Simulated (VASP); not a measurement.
# Ti (P6_3/mmc) in VASP: notebook

Ti is run at these levels: PBEsol; tasks: single point.

Program: VASP 6.6.1. These are calculated values, not measurements. Logs are shortened: lines on timing, memory, paths and dates and some standing lists are left out, and cuts for length are marked.

## Step 1: The cell of the first run

It takes space group P6_3/mmc (No. 194, hexagonal). Conventional cell: a = 2.994 Å, b = 2.994 Å, c = 4.756 Å, α = 90.00°, β = 90.00°, γ = 120.00°. Within 3.9 Å of Ti (site symmetry -6m2) lie 12 Ti at 2.94 to 2.99 Å.

## Step 2: Single point, PBEsol (strain +0.015 along x and y, +0.015 along z)

INCAR reads:

```
SYSTEM = Ti
PREC = Accurate
ENCUT = 520
EDIFF = 1E-6
ISMEAR = 0
SIGMA = 0.15
LREAL = .FALSE.
LASPH = .TRUE.
NELM = 80
ALGO = Fast
ISIF = 2
LWAVE = .FALSE.
LCHARG = .FALSE.
GGA = PS
NBANDS = 19
```

KPOINTS reads:

```
Automatic mesh
0
G
  18 18 10
  0 0 0
```

POSCAR reads:

```
Ti
1.0
    2.9942478283      0.0000000000      0.0000000000
   -1.4971239141      2.5930946845      0.0000000000
    0.0000000000      0.0000000000      4.7562900000
Ti
2
Direct
    0.3333333333      0.6666666667      0.2500000000
    0.6666666667      0.3333333333      0.7500000000
```

Potentials or basis: VASP PAW PBE potentials, release 64 (Ti_sv).

Command:

```sh
$ cat potpaw_PBE.64/Ti_sv/POTCAR > POTCAR
$ mpirun -np 1 vasp_std > vasp.out
```

OUTCAR:

```text
SYSTEM = Ti
   PREC = Accurate
   ENCUT = 520
   EDIFF = 1E-6
   ISMEAR = 0
   LREAL = .FALSE.
   LASPH = .TRUE.
   NELM = 80
   ISIF = 2
   GGA = PS

 ion  position               nearest neighbor table
   1  0.333  0.667  0.250-
   2  0.667  0.333  0.750-

  LATTYP: Found a hexagonal cell.
 ALAT       =     2.9942478283
 C/A-ratio  =     1.5884757284

  Lattice vectors:

 A1 = (   2.9942478283,   0.0000000000,   0.0000000000)
 A2 = (  -1.4971239141,   2.5930946845,   0.0000000000)
 A3 = (   0.0000000000,   0.0000000000,   4.7562900000)

Analysis of symmetry for initial positions (statically):
=====================================================================
 Subroutine PRICEL returns:
 Original cell was already a primitive cell.

 Routine SETGRP: Setting up the symmetry group for a
 hexagonal supercell.

 Subroutine GETGRP returns: Found 24 space group operations
 (whereof 12 operations were pure point group operations)
 out of a pool of 24 trial point group operations.

The static configuration has the point symmetry D_3d.
 The point group associated with its full space group is D_6h.

Analysis of symmetry for dynamics (positions and initial velocities):
=====================================================================
 Subroutine PRICEL returns:
 Original cell was already a primitive cell.

 Routine SETGRP: Setting up the symmetry group for a
 hexagonal supercell.

 Subroutine GETGRP returns: Found 24 space group operations
 (whereof 12 operations were pure point group operations)
 out of a pool of 24 trial point group operations.

The dynamic configuration has the point symmetry D_3d.
 The point group associated with its full space group is D_6h.

 Subroutine INISYM returns: Found 24 space group operations
 (whereof 12 operations are pure point group operations),
 and found     1 'primitive' translations

----------------------------------------------------------------------------------------

                                     Primitive cell

  volume of cell :      36.9296

  direct lattice vectors                    reciprocal lattice vectors
     2.994247828  0.000000000  0.000000000     0.333973691  0.192819801  0.000000000
    -1.497123914  2.593094685  0.000000000     0.000000000  0.385639601  0.000000000
     0.000000000  0.000000000  4.756290000     0.000000000  0.000000000  0.210247903

  length of vectors
     2.994247828  2.994247828  4.756290000     0.385639601  0.385639601  0.210247903

  position of ions in fractional coordinates (direct lattice)
     0.333333333  0.666666667  0.250000000
     0.666666667  0.333333333  0.750000000

  ion indices of the primitive-cell ions
   primitive index   ion index
                 1           1
                 2           2

----------------------------------------------------------------------------------------

 KPOINTS: Automatic mesh

Automatic generation of k-mesh.
 Grid dimensions read from file:
 generate k-points for:   18   18   10

 Generating k-lattice:

  Cartesian coordinates                     Fractional coordinates (reciprocal lattice)
     0.018554094  0.010712211  0.000000000     0.055555556 -0.000000000  0.000000000
     0.000000000  0.021424422  0.000000000     0.000000000  0.055555556  0.000000000
     0.000000000  0.000000000  0.021024790     0.000000000  0.000000000  0.100000000

  Length of vectors
     0.021424422  0.021424422  0.021024790

  Shift w.r.t. Gamma in fractional coordinates (k-lattice)
     0.000000000  0.000000000  0.000000000

 Subroutine IBZKPT returns following result:
 ===========================================

 Found    222 irreducible k-points:

 Following reciprocal coordinates:
            Coordinates               Weight
  0.000000  0.000000  0.000000      1.000000
  0.055556 -0.000000  0.000000      6.000000
  0.111111 -0.000000  0.000000      6.000000
  0.166667  0.000000  0.000000      6.000000
  0.222222  0.000000  0.000000      6.000000
  0.277778 -0.000000  0.000000      6.000000
[... 16 lines left out ...]
  0.333333  0.111111  0.000000     12.000000
  0.388889  0.111111  0.000000     12.000000
 [... further k-points ...]
   k-points           NKPTS =    222   k-points in BZ     NKDIM =    222   number of bands    NBANDS=     19
   number of dos      NEDOS =    301   number of ions     NIONS =      2
   total plane-waves  NPLWV =  20736
   dimension x,y,z NGX =    24 NGY =   24 NGZ =   36
   dimension x,y,z NGXF=    48 NGYF=   48 NGZF=   72
   ions per type =               2
   NGX,Y,Z   is equivalent  to a cutoff of  13.33, 13.33, 12.58 a.u.
   NGXF,Y,Z  is equivalent  to a cutoff of  26.65, 26.65, 25.17 a.u.
 SYSTEM =  Ti
   PREC   = accura    normal or accurate (medium, high low for compatibility)
   ISTART =      0    job   : 0-new  1-cont  2-samecut
   ICHARG =      2    charge: 1-file 2-atom 10-const
   ISPIN  =      1    spin polarized calculation?
   LNONCOLLINEAR =      F non collinear calculations
   LSORBIT =      F    spin-orbit coupling
   LASPH  =      T    aspherical Exc in radial PAW
   ENCUT  =  520.0 eV  38.22 Ry    6.18 a.u.   5.57  5.57  8.84*2*pi/ulx,y,z
   NELM   =     80;   NELMIN=  2; NELMDL= -5     # of ELM steps
   EDIFF  = 0.1E-05   stopping-criterion for ELM
   LREAL  =      F    real-space projection
[... 7 lines left out ...]
   TEBEG  =    0.0;   TEEND  =   0.0 temperature during run
   PSTRESS=    0.0 pullay stress
   NELECT =      24.0000    total number of electrons
   NUPDOWN=      -1.0000    fix difference up-down
   EMIN   =  10.00;   EMAX   =-10.00  energy-range for DOS
   EFERMI =   0.00;   METHOD = LEGACY
   ISMEAR =     0;   SIGMA  =   0.15  broadening in eV -4-tet -1-fermi 0-gaus
   EFERMI_NEDOS =   21; number of points for ismear=-14 and -15
   IALGO  =     68    algorithm
   IMIX   =      4    mixing-type and parameters
     AMIX     =   0.40;   BMIX     =  1.00
     AMIX_MAG =   1.60;   BMIX_MAG =  1.00
  volume/ion in A,a.u.               =      18.46       124.61
  Fermi-wavevector in a.u.,A,eV,Ry     =   1.418035  2.679698 27.358930  2.010825
  Thomas-Fermi vector in A             =   2.539203
   LORBIT       =      0    0 simple, 1 ext, 2 COOP (PROOUT), +10 PAW based schemes
   GGA     = PS    functional components
   LHFCALC =     F    Hartree Fock is set to
   AEXX    =    0.0000 exact exchange contribution
   IVDW    =     0    specifies the selected vdW correction
   LEPSILON=     F    determine dielectric tensor
   LRPA    =     F    only Hartree local field effects (RPA)
 non-spin polarized calculation
 RMM-DIIS sequential band-by-band and
 Gauss-broadening in eV      SIGMA  =   0.15
  energy-cutoff  :      520.00
  volume of cell :       36.93
 maximum number of plane-waves:      1020
 NGX is ok and might be reduce to    24
   NGX = 11   NGY = 11   NGZ = 17

 number of electron      23.9999997 magnetization

 Free energy of the ion-electron system (eV)
  ---------------------------------------------------
  ext. energy  EPLUGINS =         0.00000000
  ---------------------------------------------------
  free energy    TOTEN  =       -16.57113638 eV

  energy without entropy =      -16.54570826  energy(sigma->0) =      -16.55842232

 E-fermi :   7.5764     XC(G=0): -11.3455

 val. band max:        7.5742425341   @ k =   0.0000   0.0000   0.3000
 cond. band min:       7.5868636500   @ k =   0.3333   0.1667   0.4000
 fundamental gap:      0.0126211159
 Fermi energy:         7.5764219072

 k-point     1 :       0.0000    0.0000    0.0000
  band No.  band energies     occupation
      1     -49.1526      2.00000
      2     -49.0452      2.00000
      3     -25.7780      2.00000
      4     -25.2384      2.00000
      5     -25.2384      2.00000
      6     -25.1932      2.00000
[... 11 lines left out ...]
     18       9.1016      0.00000
     19      10.5068      0.00000

 k-point     2 :       0.0556   -0.0000    0.0000
  band No.  band energies     occupation
      1     -49.1502      2.00000
      2     -49.0442      2.00000
      3     -25.7724      2.00000
      4     -25.2500      2.00000
      5     -25.2423      2.00000
      6     -25.1955      2.00000
[... 11 lines left out ...]
     18       9.0566      0.00000
     19      10.5308      0.00000

 k-point     3 :       0.1111   -0.0000    0.0000
  band No.  band energies     occupation
      1     -49.1431      2.00000
      2     -49.0414      2.00000
      3     -25.7559      2.00000
      4     -25.2836      2.00000
      5     -25.2534      2.00000
      6     -25.2027      2.00000
[... 11 lines left out ...]
     18       8.9705      0.00000
     19      10.5907      0.00000

 k-point     4 :       0.1667    0.0000    0.0000
  band No.  band energies     occupation
      1     -49.1321      2.00000
      2     -49.0374      2.00000
      3     -25.7295      2.00000
      4     -25.3353      2.00000
      5     -25.2699      2.00000
      6     -25.2539      2.00000
[... 11 lines left out ...]
     18       9.2062      0.00000
     19      10.6641      0.00000

 k-point     5 :       0.2222    0.0000    0.0000
  band No.  band energies     occupation
      1     -49.1181      2.00000
      2     -49.0327      2.00000
      3     -25.6951      2.00000
      4     -25.3991      2.00000
      5     -25.3166      2.00000
      6     -25.2896      2.00000
[... 11 lines left out ...]
     18       9.5106      0.00000
     19      10.7335      0.00000
[... 334 lines left out ...]
      2     -49.0273      2.00000
      3     -25.6417      2.00000
      4     -25.4649      2.00000
      5     -25.4148      2.00000
      6     -25.3077      2.00000
[... 11 lines left out ...]
     18      10.1676      0.00000
     19      10.7426      0.00000

 k-point    22 :       0.2778    0.1111    0.0000
  band No.  band energies     occupation
      1     -49.0828      2.00000
      2     -49.0247      2.00000
      3     -25.5998      2.00000
      4     -25.5251      2.00000
      5     -25.4562      2.00000
      6     -25.3372      2.00000
[... 11 lines left out ...]
     18      10.5980      0.00000
     19      10.7696      0.00000

 k-point    23 :       0.3333    0.1111    0.0000
  band No.  band energies     occupation
      1     -49.0694      2.00000
      2     -49.0238      2.00000
      3     -25.5744      2.00000
      4     -25.5591      2.00000
      5     -25.4894      2.00000
      6     -25.3611      2.00000
[... 11 lines left out ...]
     18      10.7875      0.00000
     19      11.0429      0.00000

 k-point    24 :       0.3889    0.1111    0.0000
  band No.  band energies     occupation
      1     -49.0595      2.00000
      2     -49.0243      2.00000
      3     -25.6065      2.00000
      4     -25.5263      2.00000
      5     -25.5111      2.00000
      6     -25.3766      2.00000
[... 11 lines left out ...]
     18      10.7974      0.00000
     19      11.4949      0.00000

 [... further k-points ...]

------------------------ aborting loop because EDIFF is reached ----------------------------------------

  FORCE on cell =-STRESS in cart. coord.  units (eV):
  Direction    XX          YY          ZZ          XY          YZ          ZX
  --------------------------------------------------------------------------------------
  -------------------------------------------------------------------------------------
  Total       -2.3183781     -2.3183781     -2.4558296     -0.0000000      0.0000000      0.0000000
  in kB     -100.5820333   -100.5820333   -106.5453163     -0.0000000      0.0000000      0.0000000
  external PRESSURE =    -102.5697943 kB  Pullay stress =       0.0000000 kB

 VOLUME and BASIS-vectors are now :
 -----------------------------------------------------------------------------
  energy-cutoff  :      520.00
  volume of cell :       36.93
      direct lattice vectors                 reciprocal lattice vectors
     2.994247828  0.000000000  0.000000000     0.333973691  0.192819801  0.000000000
    -1.497123914  2.593094685  0.000000000     0.000000000  0.385639601  0.000000000
     0.000000000  0.000000000  4.756290000     0.000000000  0.000000000  0.210247903

 POSITION                                       TOTAL-FORCE (eV/Angst)
 -----------------------------------------------------------------------------------
     -0.00000      1.72873      1.18907         0.000000     -0.000000      0.000000
      1.49712      0.86436      3.56722        -0.000000      0.000000      0.000000
 -----------------------------------------------------------------------------------
    total drift:                               -0.000000      0.000000     -0.000000

  FREE ENERGIE OF THE ION-ELECTRON SYSTEM (eV)
  ---------------------------------------------------
  free  energy   TOTEN  =       -16.5711363772 eV

  energy  without entropy=      -16.5457082596  energy(sigma->0) =      -16.55842232
```

Run time: 14 min. Hardware: 1 thread of AMD EPYC 7R43 (Zen 3), shared host; peak memory 0.2 GiB.

What came out:

| Property | Result |
| --- | --- |
| Free energy | -16.5711 eV |
| Pressure | -10.3 GPa |
| Band gap on the k mesh | zero (bands 12 and 13 overlap by 1.07 eV) |

Caveat: the cell differs from its parent crystal (strain +0.015 along x and y, +0.015 along z); the cell stands under tension; the PAW data sets were made with another functional, which shifts forces and pressure a little.

## Step 3: Single point, PBEsol (strain +0.015 along x and y, +0.030 along z)

INCAR, as its differences from that of step 2:

```diff
@@ -8,3 +8,3 @@
 LASPH = .TRUE.
-NELM = 80
+NELM = 60
 ALGO = Fast
```

KPOINTS is that of step 2.

POSCAR, as its differences from that of step 2:

```diff
@@ -4,3 +4,3 @@
    -1.4971239141      2.5930946845      0.0000000000
-    0.0000000000      0.0000000000      4.7562900000
+    0.0000000000      0.0000000000      4.8265800000
 Ti
```

Potentials or basis: VASP PAW PBE potentials, release 64 (Ti_sv).

Command:

```sh
$ cat potpaw_PBE.64/Ti_sv/POTCAR > POTCAR
$ mpirun -np 1 vasp_std > vasp.out
```

Wall time 11 min (1 thread of AMD EPYC 7R43 (Zen 3), shared host); peak memory 0.2 GiB.

The run converged. Its results:

```
Free energy            : -16.5323 eV
Pressure               : -11.3 GPa
Band gap on the k mesh : zero (bands 12 and 13 overlap by 1.06 eV)
```

Stress tensor (GPa, compression positive):
```
-10.66   0.00   0.00
  0.00 -10.66   0.00
  0.00   0.00 -12.57
```

Levels at points of the mesh, in eV from the Fermi level:
| k point | band 10 | band 11 | band 12 | band 13 | band 14 | band 15 |
| --- | --- | --- | --- | --- | --- | --- |
| (0.00, 0.00, 0.00) | -2.53 | 0.46 | 0.74 | 0.75 | 0.75 | 1.17 |
| (0.50, 0.00, 0.00) | -1.94 | -1.67 | -0.61 | 0.51 | 0.54 | 1.01 |
| (0.00, 0.00, 0.50) | -4.29 | 0.03 | 0.03 | 0.69 | 0.69 | 0.69 |
| (0.50, 0.00, 0.50) | -2.35 | -0.75 | -0.75 | 1.17 | 1.17 | 1.64 |

Caveat: the cell differs from its parent crystal (strain +0.015 along x and y, +0.030 along z); the cell stands under tension; the PAW data sets were made with another functional, which shifts forces and pressure a little.

## Step 4: Single point, PBEsol (strain +0.030 along x and y, +0.015 along z)

INCAR reads:

```
  PREC = Accurate
  ENCUT = 520
  EDIFF = 1E-6
  ISMEAR = 0
  SIGMA = 0.15
  LREAL = F
  LASPH = T
  NELM = 100
  ALGO = Fast
  ISIF = 2
  LWAVE = F
  LCHARG = F
  GGA = PS
  NBANDS = 19
```

KPOINTS reads:

```
Automatic mesh
0
Gamma
  18 18 10
```

POSCAR reads:

```
Ti
1.0
    3.0384977962      0.0000000000      0.0000000000
   -1.5192488981      2.6314162809      0.0000000000
    0.0000000000      0.0000000000      4.7562900000
Ti
2
Direct
    0.3333333333      0.6666666667      0.2500000000
    0.6666666667      0.3333333333      0.7500000000
```

Command:

```sh
$ cat potpaw_PBE.64/Ti_sv/POTCAR > POTCAR
$ mpirun -np 1 vasp_std > vasp.out
```

It took 9.7 min on 1 thread of AMD EPYC 7R43 (Zen 3), shared host; peak memory 0.2 GiB.

Results (log left out):

```
Free energy            : -16.4949 eV
Pressure               : -12.3 GPa
Band gap on the k mesh : zero (bands 12 and 13 overlap by 1.03 eV)
```

Stress tensor (GPa, compression positive):
```
-12.48   0.00   0.00
  0.00 -12.48   0.00
  0.00   0.00 -11.80
```

Levels at points of the mesh, in eV from the Fermi level:
```tsv
k point	band 8	band 9	band 10	band 11	band 12	band 13	band 14	band 15	band 16	band 17
(0.00, 0.00, 0.00)	-32.82	-5.98	-2.47	0.67	0.71	0.71	0.88	1.16	1.16	1.41
(0.50, 0.00, 0.00)	-32.87	-2.25	-1.92	-1.62	-0.72	0.40	0.58	1.09	2.95	3.16
(0.00, 0.00, 0.50)	-32.86	-4.21	-4.21	0.13	0.13	0.60	0.60	0.60	0.60	2.50
(0.50, 0.00, 0.50)	-32.94	-2.32	-2.32	-0.70	-0.70	1.11	1.11	1.53	1.53	3.08
```

Caveat: the cell differs from its parent crystal (strain +0.030 along x and y, +0.015 along z); the cell stands under tension; the PAW data sets were made with another functional, which shifts forces and pressure a little.

(Continued in part 2 of 2.)
